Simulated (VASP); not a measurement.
A run of VASP 6.6.1 is set up as follows.

File INCAR:

```
SYSTEM = Rb
ALGO = Normal
EDIFF = 1E-6
ENCUT = 400
GGA = PE
GGA_COMPAT = .False.
ISIF = 2
ISMEAR = 0
LASPH = .True.
LCHARG = .False.
LREAL = .False.
LWAVE = .False.
NBANDS = 16
NELM = 120
PREC = Accurate
SIGMA = 0.1
```

File KPOINTS:

```
k-points
0
Gamma
  4 4 4
  0 0 0
```

The input POSCAR:

```
Rb
1.0
    0.0000000000      5.3865830000      5.3865830000
    5.3865830000      0.0000000000      5.3865830000
    5.3865830000      5.3865830000      0.0000000000
Rb
2
Direct
    0.7500000000      0.7500000000      0.7500000000
    0.2500000000      0.2500000000      0.2500000000
```

Potentials or basis: VASP PAW PBE potentials, release 64 (Rb_sv).

Launch:

```bash
$ cat potpaw_PBE.64/Rb_sv/POTCAR > POTCAR
$ mpirun -np 1 vasp_std > vasp.out
```

**Question.** Predict the band gap on the k mesh.

**Answer.** Zero (bands 9 and 10 overlap by 0.48 eV).

**Question.** What does it give for the pressure?

**Answer.** -0.4 GPa.
